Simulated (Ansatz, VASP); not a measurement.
# Two plane-wave programs on TaN

Contents of INCAR:

```
SYSTEM = TaN
PREC = Accurate
ENCUT = 520
EDIFF = 1E-6
ISMEAR = 0
SIGMA = 0.1
LREAL = .False.
LASPH = .True.
NELM = 60
ALGO = Normal
ISIF = 2
LWAVE = .False.
LCHARG = .False.
GGA = PS
NBANDS = 15
```

The input KPOINTS:

```
regular mesh
0
Gamma
  18 18 14
  0 0 0
```

File POSCAR:

```
TaN
1.0
    3.1422191590      0.0000000000      0.0000000000
   -1.5711095795      2.7212416160      0.0000000000
    0.0000000000      0.0000000000      2.8239273300
Ta N
1 1
Direct
    0.3333333333      0.6666666667      0.5000000000
    0.0000000000      0.0000000000      0.0000000000
```

Input for Ansatz:

```yaml
crystal:
  lattice:
    - [3.142219159, 0.0, 0.0]
    - [-1.5711095795, 2.721241616, 0.0]
    - [0.0, 0.0, 2.82392733]
  atoms:
    - { symbol: Ta, position: [0.3333333333, 0.6666666667, 0.5] }
    - { symbol: "N", position: [0.0, 0.0, 0.0] }
basis:
  ecutwfc: 420
kpoints:
  mp_grid: { grid: [18, 18, 14] }
hamiltonian:
  xc: pbesol
scf:
  occupations: { method: gaussian, width: 0.1 }
output:
  forces: true
  stress: true
  eigenvalues: true
```

Alike in both runs: task single point; functional PBEsol; k mesh 18 × 18 × 14; occupations gaussian, width 0.1 eV; no spin polarisation.

```csv
,VASP,Ansatz
version,VASP 6.6.1,Ansatz 0.2.0
potentials or method,"VASP PAW PBE potentials, release 64 (Ta_pv, N), cutoff 520 eV","scalar-relativistic, plane waves, PAW"
valence electrons in the cell,16,18
```

```csv
,VASP,Ansatz,Ansatz less VASP
gap on the k mesh at the Fermi level (eV),none,none,-
pressure (GPa),-31.4,-31.8,-0.42
"traceless stress, the component that is largest in VASP (GPa)",27.81,27.74,-0.070
```

VASP's potentials were made for PBE, not for PBEsol. A gap of «none» marks a metal or a gap that the smearing closes. Both programs put the cell under strong tension, so it lies far from rest at this level. VASP's potentials hold 16 valence electrons a cell and Ansatz's 18, so a difference there can come from the potentials and not from the codes.

Spin-orbit coupling is off throughout. Noted on VASP's run: the cell as given lies far from equilibrium.
